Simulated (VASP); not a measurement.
Here is a VASP 6.6.1 calculation.

INCAR

```
  PREC = Accurate
  ENCUT = 520
  EDIFF = 1E-6
  ISMEAR = 0
  SIGMA = 0.05
  LREAL = False
  LASPH = True
  NELM = 60
  ALGO = Normal
  ISIF = 2
  LWAVE = False
  LCHARG = True
  GGA = CA
  LELF = True
  LVHAR = True
  NBANDS = 29
```

The input KPOINTS:

```
Automatic mesh
0
Gamma
  6 6 6
```

File POSCAR:

```
CsCdCl3
1.0
    5.2000000000      0.0000000000      0.0000000000
    0.0000000000      5.2000000000      0.0000000000
    0.0000000000      0.0000000000      5.0440000000
Cs Cd Cl
1 1 3
Direct
    0.0000000000      0.0000000000      0.0000000000
    0.5000000000      0.5000000000      0.5000000000
    0.0000000000      0.5000000000      0.5000000000
    0.5000000000      0.0000000000      0.5000000000
    0.5000000000      0.5000000000      0.0000000000
```

Potentials or basis: VASP PAW LDA potentials, release 64 (Cs_sv, Cd, Cl).

Launch:

```bash
$ cat potpaw_LDA.64/Cs_sv/POTCAR potpaw_LDA.64/Cd/POTCAR potpaw_LDA.64/Cl/POTCAR > POTCAR
$ mpirun -np 1 vasp_std > vasp.out
```

**Question.** Predict the pressure.

**Answer.** -0.5 GPa.

**Question.** Estimate the band gap on the k mesh.

**Answer.** 1.53 eV (least direct gap 2.25 eV).

Stress tensor (GPa, compression positive):
```
-1.02  0.00  0.00
 0.00 -1.02  0.00
 0.00  0.00  0.55
```

Caveat: the cell differs from its parent crystal (strain +0.000 along x and y, -0.030 along z); spin-orbit coupling is left out, which moves the levels of the heavy elements. A k mesh can miss the band edges.
